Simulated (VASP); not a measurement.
Input of a VASP 6.6.1 run:

INCAR

```
ALGO = Normal
EDIFF = 1E-6
ENCUT = 520
GGA = PE
ISIF = 2
ISMEAR = 0
LASPH = T
LCHARG = F
LREAL = F
LWAVE = F
NBANDS = 18
NELM = 60
PREC = Accurate
SIGMA = 0.1
```

Contents of KPOINTS:

```
k-points
0
Gamma
  4 4 4
```

Contents of POSCAR:

```
Al2P3
1.0
    4.3350643300      0.0000000000      0.0000000000
    0.0000000000      4.3350643300      0.0000000000
    0.0000000000      0.0000000000      4.8355210700
Al P
2 3
Direct
    0.5000000000      0.0000000000      0.0000000000
    0.0000000000      0.5000000000      0.0000000000
    0.5000000000      0.0000000000      0.5000000000
    0.0000000000      0.5000000000      0.5000000000
    0.0000000000      0.0000000000      0.0000000000
```

Potentials or basis: VASP PAW PBE potentials, release 64 (Al, P).

Command:

```bash
$ cat potpaw_PBE.64/Al/POTCAR potpaw_PBE.64/P/POTCAR > POTCAR
$ mpirun -np 1 vasp_std > vasp.out
```

What does it give for the pressure?

9.8 GPa.

Stress tensor (GPa, compression positive):
```
12.52  0.00  0.00
 0.00 12.52  0.00
 0.00  0.00  4.24
```

Caveat: the k points lie up to 0.36 Å⁻¹ apart.
